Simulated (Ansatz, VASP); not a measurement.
**Two plane-wave programs on RbCl**

```
Rb Cl
1.0
     0.01228    3.27400    3.27400
     3.27400    0.01228    3.27400
     3.28628    3.28628    0.00000
Rb Cl
1 1
Direct
  0.00000 0.00000 0.00000
  0.50000 0.50000 0.50000
```

Change from the starting cell: strain +0.0075 x Voigt [0, 0, 0, 0, 0, 1], atoms carried along.

Alike in both runs: task single point; functional PBE; k mesh 6 × 6 × 6; occupations gaussian, width 0.05 eV; no spin polarisation.

```csv
,VASP,Ansatz
version,VASP 6.6.1,Ansatz 0.2.0
potentials or method,"VASP PAW PBE potentials, release 64 (Rb_sv, Cl), cutoff 500 eV","scalar-relativistic, plane waves, PAW"
valence electrons in the cell,16,16
```

```tsv
	VASP	Ansatz	Ansatz less VASP
gap on the k mesh at the Fermi level (eV)	5.04	5.05	+0.003
least direct gap on the mesh (eV)	5.04	5.05	+0.003
pressure (GPa)	1.2	1.2	0.00
```
